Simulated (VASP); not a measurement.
Input of a VASP 6.6.1 run:

Contents of INCAR:

```
  ALGO = Normal
  EDIFF = 1E-6
  ENCUT = 520
  GGA = PE
  ISIF = 2
  ISMEAR = 0
  LASPH = True
  LCHARG = False
  LREAL = False
  LWAVE = False
  NBANDS = 11
  NELM = 60
  PREC = Accurate
  SIGMA = 0.05
```

KPOINTS

```
k-points
0
Gamma
  10 10 10
```

POSCAR

```
AlN
1.0
   -0.1666051703      2.0332870433      2.0332870433
    2.0332870433     -0.1666051703      2.0332870433
    2.0332870433      2.0332870433     -0.1666051703
Al N
1 1
Direct
    0.5000000000      0.5000000000      0.5000000000
    0.0000000000      0.0000000000      0.0000000000
```

Potentials or basis: VASP PAW PBE potentials, release 64 (Al, N).

Launch:

```console
$ cat potpaw_PBE.64/Al/POTCAR potpaw_PBE.64/N/POTCAR > POTCAR
$ mpirun -np 1 vasp_std > vasp.out
```

**Question.** Predict the band gap on the k mesh.

**Answer.** 1.98 eV, indirect (least direct gap 2.65 eV).

**Question.** Predict the pressure.

**Answer.** -21.7 GPa.

Stress tensor (GPa, compression positive):
```
-21.72  17.87  17.87
 17.87 -21.72  17.87
 17.87  17.87 -21.72
```

A k mesh can miss the band edges. Expect the measured gap to be larger: semilocal functionals such as PBE lack the derivative discontinuity.
